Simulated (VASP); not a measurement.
# VO2 (P4_2/mnm) in VASP: single point with r2SCAN

Aim: the single point of VO2 with r2SCAN.

Program: VASP 6.6.1. These are calculated values, not measurements. Logs are shortened: lines on timing, memory, paths and dates and some standing lists are left out, and cuts for length are marked.

### Step 1. The cell of the first run

It takes space group P4_2/mnm (No. 136, tetragonal). The conventional cell has a = 4.530 Å, b = 4.530 Å, c = 2.869 Å, α = 90.00°, β = 90.00°, γ = 90.00°. Within 2.5 Å of V (site symmetry mmm) lie 6 O at 1.90 to 1.95 Å. Within 2.5 Å of O (site symmetry m2m) lie 3 V at 1.90 to 1.95 Å and 1 O at 2.50 Å.

### Step 2. Single point, r2SCAN

Input file POSCAR:

```
VO2
1.0
    4.5300000000      0.0000000000      0.0000000000
    0.0000000000      4.5300000000      0.0000000000
    0.0000000000      0.0000000000      2.8690000000
V O
2 4
Direct
    0.0000000000      0.0000000000      0.0000000000
    0.5000000000      0.5000000000      0.5000000000
    0.3050000000      0.3050000000      0.0000000000
    0.1950000000      0.8050000000      0.5000000000
    0.6950000000      0.6950000000      0.0000000000
    0.8050000000      0.1950000000      0.5000000000
```

Input file INCAR.step1:

```
SYSTEM = VO2
ALGO = Normal ; EDIFF = 1E-5
ENCUT = 660 ; GGA = PE
GGA_COMPAT = .FALSE. ; ISMEAR = 0
LASPH = .TRUE. ; LCHARG = .FALSE.
LREAL = .FALSE. ; LWAVE = .TRUE.
NBANDS = 34 ; NELM = 120
PREC = Accurate ; SIGMA = 0.1
```

Input file INCAR.step2:

```
SYSTEM = VO2
ALGO = Normal ; EDIFF = 1E-6
ENCUT = 660 ; GGA_COMPAT = .FALSE.
ISIF = 2 ; ISMEAR = 0
ISTART = 1 ; LASPH = .TRUE.
LCHARG = .FALSE. ; LMIXTAU = .TRUE.
LREAL = .FALSE. ; LWAVE = .FALSE.
METAGGA = R2SCAN ; NBANDS = 34
NELM = 120 ; PREC = Accurate
SIGMA = 0.1
```

Input file KPOINTS:

```
k-points
0
G
  4 4 6
  0 0 0
```

Potentials or basis: VASP PAW PBE potentials, release 64 (V_sv, O).

The run is started by

```bash
cat potpaw_PBE.64/V_sv/POTCAR potpaw_PBE.64/O/POTCAR > POTCAR
cp INCAR.step1 INCAR
mpirun -np 1 vasp_std > vasp.out
cp INCAR.step2 INCAR
mpirun -np 1 vasp_std > vasp.out
```

OUTCAR:

```text
SYSTEM = VO2
   EDIFF = 1E-6
   ENCUT = 660
   ISIF = 2
   ISMEAR = 0
   ISTART = 1
   LASPH = .TRUE.
   LREAL = .FALSE.
   METAGGA = R2SCAN
   NELM = 120
   PREC = Accurate

 ion  position               nearest neighbor table
   1  0.000  0.000  0.000-   4 1.90   6 1.90   4 1.90   6 1.90   5 1.95   3 1.95
   2  0.500  0.500  0.500-   3 1.90   5 1.90   3 1.90   5 1.90   4 1.95   6 1.95
   3  0.305  0.305  0.000-   2 1.90   2 1.90   1 1.95
   4  0.195  0.805  0.500-   1 1.90   1 1.90   2 1.95
   5  0.695  0.695  0.000-   2 1.90   2 1.90   1 1.95
   6  0.805  0.195  0.500-   1 1.90   1 1.90   2 1.95

  LATTYP: Found a simple tetragonal cell.
 ALAT       =     4.5300000000
 C/A-ratio  =     0.6333333333

  Lattice vectors:

 A1 = (   4.5300000000,   0.0000000000,   0.0000000000)
 A2 = (   0.0000000000,   4.5300000000,   0.0000000000)
 A3 = (   0.0000000000,   0.0000000000,   2.8690000000)

Analysis of symmetry for initial positions (statically):
=====================================================================
 Subroutine PRICEL returns:
 Original cell was already a primitive cell.

 Routine SETGRP: Setting up the symmetry group for a
 simple tetragonal supercell.

 Subroutine GETGRP returns: Found 16 space group operations
 (whereof  8 operations were pure point group operations)
 out of a pool of 16 trial point group operations.

The static configuration has the point symmetry D_2h.
 The point group associated with its full space group is D_4h.

Analysis of symmetry for dynamics (positions and initial velocities):
=====================================================================
 Subroutine PRICEL returns:
 Original cell was already a primitive cell.

 Routine SETGRP: Setting up the symmetry group for a
 simple tetragonal supercell.

 Subroutine GETGRP returns: Found 16 space group operations
 (whereof  8 operations were pure point group operations)
 out of a pool of 16 trial point group operations.

The dynamic configuration has the point symmetry D_2h.
 The point group associated with its full space group is D_4h.

 Subroutine INISYM returns: Found 16 space group operations
 (whereof  8 operations are pure point group operations),
 and found     1 'primitive' translations

----------------------------------------------------------------------------------------

                                     Primitive cell

  volume of cell :      58.8745

  direct lattice vectors                    reciprocal lattice vectors
     4.530000000  0.000000000  0.000000000     0.220750552  0.000000000  0.000000000
     0.000000000  4.530000000  0.000000000     0.000000000  0.220750552  0.000000000
     0.000000000  0.000000000  2.869000000     0.000000000  0.000000000  0.348553503

  length of vectors
     4.530000000  4.530000000  2.869000000     0.220750552  0.220750552  0.348553503

  position of ions in fractional coordinates (direct lattice)
     0.000000000  0.000000000  0.000000000
     0.500000000  0.500000000  0.500000000
     0.305000000  0.305000000  0.000000000
     0.195000000  0.805000000  0.500000000
     0.695000000  0.695000000  0.000000000
     0.805000000  0.195000000  0.500000000

  ion indices of the primitive-cell ions
   primitive index   ion index
                 1           1
                 2           2
                 3           3
                 4           4
                 5           5
                 6           6

----------------------------------------------------------------------------------------

 KPOINTS: k-points

Automatic generation of k-mesh.
 Grid dimensions read from file:
 generate k-points for:    4    4    6

 Generating k-lattice:

  Cartesian coordinates                     Fractional coordinates (reciprocal lattice)
     0.055187638  0.000000000  0.000000000     0.250000000  0.000000000  0.000000000
     0.000000000  0.055187638  0.000000000     0.000000000  0.250000000  0.000000000
     0.000000000  0.000000000  0.058092250     0.000000000  0.000000000  0.166666667

  Length of vectors
     0.055187638  0.055187638  0.058092250

  Shift w.r.t. Gamma in fractional coordinates (k-lattice)
     0.000000000  0.000000000  0.000000000

 Subroutine IBZKPT returns following result:
 ===========================================

 Found     24 irreducible k-points:

 Following reciprocal coordinates:
            Coordinates               Weight
  0.000000  0.000000  0.000000      1.000000
  0.250000  0.000000  0.000000      4.000000
  0.500000  0.000000  0.000000      2.000000
  0.250000  0.250000  0.000000      4.000000
  0.500000  0.250000  0.000000      4.000000
  0.500000  0.500000  0.000000      1.000000
[... 16 lines left out ...]
  0.500000  0.250000  0.500000      4.000000
  0.500000  0.500000  0.500000      1.000000
   k-points           NKPTS =     24   k-points in BZ     NKDIM =     24   number of bands    NBANDS=     34
   number of dos      NEDOS =    301   number of ions     NIONS =      6
   total plane-waves  NPLWV =  38400
   dimension x,y,z NGX =    40 NGY =   40 NGZ =   24
   dimension x,y,z NGXF=    80 NGYF=   80 NGZF=   48
   ions per type =               2   4
   NGX,Y,Z   is equivalent  to a cutoff of  14.68, 14.68, 13.91 a.u.
   NGXF,Y,Z  is equivalent  to a cutoff of  29.36, 29.36, 27.81 a.u.
 SYSTEM =  VO2
   PREC   = accura    normal or accurate (medium, high low for compatibility)
   ISTART =      1    job   : 0-new  1-cont  2-samecut
   ICHARG =      0    charge: 1-file 2-atom 10-const
   ISPIN  =      1    spin polarized calculation?
   LNONCOLLINEAR =      F non collinear calculations
   LSORBIT =      F    spin-orbit coupling
   LASPH  =      T    aspherical Exc in radial PAW
   ENCUT  =  660.0 eV  48.51 Ry    6.96 a.u.   9.49  9.49  6.01*2*pi/ulx,y,z
   NELM   =    120;   NELMIN=  2; NELMDL=  0     # of ELM steps
   EDIFF  = 0.1E-05   stopping-criterion for ELM
   LREAL  =      F    real-space projection
   EDIFFG = 0.1E-04   stopping-criterion for IOM
   NSW    =      0    number of steps for IOM
   IBRION =     -1    ionic relax: 0-MD 1-quasi-New 2-CG
   NFREE  =      0    steps in history (QN), initial steepest desc. (CG)
   ISIF   =      2    stress and relaxation
   ISYM   =      2    0-nonsym 1-usesym 2-fastsym
   POTIM  = 0.5000    time-step for ionic-motion
   TEBEG  =    0.0;   TEEND  =   0.0 temperature during run
   PSTRESS=    0.0 pullay stress
   NELECT =      50.0000    total number of electrons
   NUPDOWN=      -1.0000    fix difference up-down
   EMIN   =  10.00;   EMAX   =-10.00  energy-range for DOS
   EFERMI =   0.00;   METHOD = LEGACY
   ISMEAR =     0;   SIGMA  =   0.10  broadening in eV -4-tet -1-fermi 0-gaus
   EFERMI_NEDOS =   21; number of points for ismear=-14 and -15
   IALGO  =     38    algorithm
   IMIX   =      4    mixing-type and parameters
     AMIX     =   0.40;   BMIX     =  1.00
     AMIX_MAG =   1.60;   BMIX_MAG =  1.00
  volume/ion in A,a.u.               =       9.81        66.22
  Fermi-wavevector in a.u.,A,eV,Ry     =   1.550324  2.929688 32.701671  2.403505
  Thomas-Fermi vector in A             =   2.655004
   LORBIT       =      0    0 simple, 1 ext, 2 COOP (PROOUT), +10 PAW based schemes
   METAGGA = R2SCAN    functional components
   LHFCALC =     F    Hartree Fock is set to
   AEXX    =    0.0000 exact exchange contribution
   IVDW    =     0    specifies the selected vdW correction
   LEPSILON=     F    determine dielectric tensor
   LRPA    =     F    only Hartree local field effects (RPA)
 non-spin polarized calculation
 Gauss-broadening in eV      SIGMA  =   0.10
  energy-cutoff  :      660.00
  volume of cell :       58.87
 maximum number of plane-waves:      2288
 NGX is ok and might be reduce to    40
   NGX = 19   NGY = 19   NGZ = 13

 number of electron      50.0000007 magnetization

 Free energy of the ion-electron system (eV)
  ---------------------------------------------------
  ext. energy  EPLUGINS =         0.00000000
  ---------------------------------------------------
  free energy    TOTEN  =       -67.49398365 eV

  energy without entropy =      -67.46229180  energy(sigma->0) =      -67.47813772

 E-fermi :   6.5574     XC(G=0): -12.5877

 val. band max:        6.5199686759   @ k =   0.2500   0.0000   0.1667
 cond. band min:       6.5843471903   @ k =   0.2500   0.2500   0.1667
 fundamental gap:      0.0643785144
 Fermi energy:         6.5573745470

 k-point     1 :       0.0000    0.0000    0.0000
  band No.  band energies     occupation
      1     -62.0572      2.00000
      2     -62.0468      2.00000
      3     -34.8063      2.00000
      4     -34.7847      2.00000
      5     -34.7132      2.00000
      6     -34.7132      2.00000
[... 26 lines left out ...]
     33      10.8526      0.00000
     34      11.7895      0.00000

 k-point     2 :       0.2500    0.0000    0.0000
  band No.  band energies     occupation
      1     -62.0556      2.00000
      2     -62.0483      2.00000
      3     -34.8031      2.00000
      4     -34.7879      2.00000
      5     -34.6998      2.00000
      6     -34.6990      2.00000
[... 26 lines left out ...]
     33      10.7129      0.00000
     34      11.3760      0.00000

 k-point     3 :       0.5000    0.0000    0.0000
  band No.  band energies     occupation
      1     -62.0520      2.00000
      2     -62.0520      2.00000
      3     -34.7954      2.00000
      4     -34.7954      2.00000
      5     -34.6701      2.00000
      6     -34.6701      2.00000
[... 26 lines left out ...]
     33      10.5266      0.00000
     34      10.5266      0.00000

 k-point     4 :       0.2500    0.2500    0.0000
  band No.  band energies     occupation
      1     -62.0545      2.00000
      2     -62.0494      2.00000
      3     -34.8008      2.00000
      4     -34.7901      2.00000
      5     -34.7170      2.00000
      6     -34.6710      2.00000
[... 26 lines left out ...]
     33      10.8454      0.00000
     34      10.9879      0.00000

 k-point     5 :       0.5000    0.2500    0.0000
  band No.  band energies     occupation
      1     -62.0520      2.00000
      2     -62.0520      2.00000
      3     -34.7954      2.00000
      4     -34.7954      2.00000
      5     -34.7045      2.00000
      6     -34.7045      2.00000
[... 621 lines left out ...]
 k-point    22 :       0.2500    0.2500    0.5000
  band No.  band energies     occupation
      1     -62.0203      2.00000
      2     -62.0203      2.00000
      3     -35.1432      2.00000
      4     -35.1409      2.00000
      5     -34.6335      2.00000
      6     -34.6305      2.00000
[... 26 lines left out ...]
     33      10.2720      0.00000
     34      11.3562      0.00000

 k-point    23 :       0.5000    0.2500    0.5000
  band No.  band energies     occupation
      1     -62.0203      2.00000
      2     -62.0203      2.00000
      3     -35.1420      2.00000
      4     -35.1420      2.00000
      5     -34.6323      2.00000
      6     -34.6323      2.00000
[... 26 lines left out ...]
     33      11.0609      0.00000
     34      11.0609      0.00000

 k-point    24 :       0.5000    0.5000    0.5000
  band No.  band energies     occupation
      1     -62.0203      2.00000
      2     -62.0203      2.00000
      3     -35.1404      2.00000
      4     -35.1404      2.00000
      5     -34.6341      2.00000
      6     -34.6341      2.00000
[... 26 lines left out ...]
     33      10.2689      0.00000
     34      10.2689      0.00000

------------------------ aborting loop because EDIFF is reached ----------------------------------------

  FORCE on cell =-STRESS in cart. coord.  units (eV):
  Direction    XX          YY          ZZ          XY          YZ          ZX
  --------------------------------------------------------------------------------------
  -------------------------------------------------------------------------------------
  Total       -0.2862909     -0.2862909     -2.9728613      0.0000000      0.0000000      0.0000000
  in kB       -7.7909625     -7.7909625    -80.9018176      0.0000000      0.0000000      0.0000000
  external PRESSURE =     -32.1612475 kB  Pullay stress =       0.0000000 kB

 VOLUME and BASIS-vectors are now :
 -----------------------------------------------------------------------------
  energy-cutoff  :      660.00
  volume of cell :       58.87
      direct lattice vectors                 reciprocal lattice vectors
     4.530000000  0.000000000  0.000000000     0.220750552  0.000000000  0.000000000
     0.000000000  4.530000000  0.000000000     0.000000000  0.220750552  0.000000000
     0.000000000  0.000000000  2.869000000     0.000000000  0.000000000  0.348553503

 POSITION                                       TOTAL-FORCE (eV/Angst)
 -----------------------------------------------------------------------------------
      0.00000      0.00000      0.00000         0.000000     -0.000000      0.000000
      2.26500      2.26500      1.43450         0.000000     -0.000000      0.000000
      1.38165      1.38165      0.00000        -0.330249     -0.330249      0.000000
      0.88335      3.64665      1.43450         0.330249     -0.330249      0.000000
      3.14835      3.14835      0.00000         0.330249      0.330249      0.000000
      3.64665      0.88335      1.43450        -0.330249      0.330249      0.000000
 -----------------------------------------------------------------------------------
    total drift:                                0.000000     -0.000000     -0.000000

  FREE ENERGIE OF THE ION-ELECTRON SYSTEM (eV)
  ---------------------------------------------------
  free  energy   TOTEN  =       -67.4939836485 eV

  energy  without entropy=      -67.4622918002  energy(sigma->0) =      -67.47813772
```

It took 3.5 min on 1 thread of AMD EPYC 7R43 (Zen 3), shared host; peak memory 0.19 GiB.

Results:

```
Free energy            : -67.4940 eV
Pressure               : -3.2 GPa
Largest force          : 0.467 eV/Å
Band gap on the k mesh : zero (band 25 reaches 7.12 eV, above the bottom of band 26 at 6.02 eV)
```

Forces in eV/Å, atoms in the order of the input:
```
V    0.000  0.000  0.000
V    0.000  0.000  0.000
O   -0.330 -0.330  0.000
O    0.330 -0.330  0.000
O    0.330  0.330  0.000
O   -0.330  0.330  0.000
```

Caveat: the k points lie up to 0.37 Å⁻¹ apart; the PAW data sets were made with another functional, which shifts forces and pressure a little; the run has no spin polarisation, though such a crystal can be magnetic; semilocal functionals often make such compounds metallic where correlation or magnetic order opens a gap, which also shifts bond lengths. With open d or f shells a metallic result of r2SCAN can be an artefact of self-interaction; +U or a hybrid may open a gap.
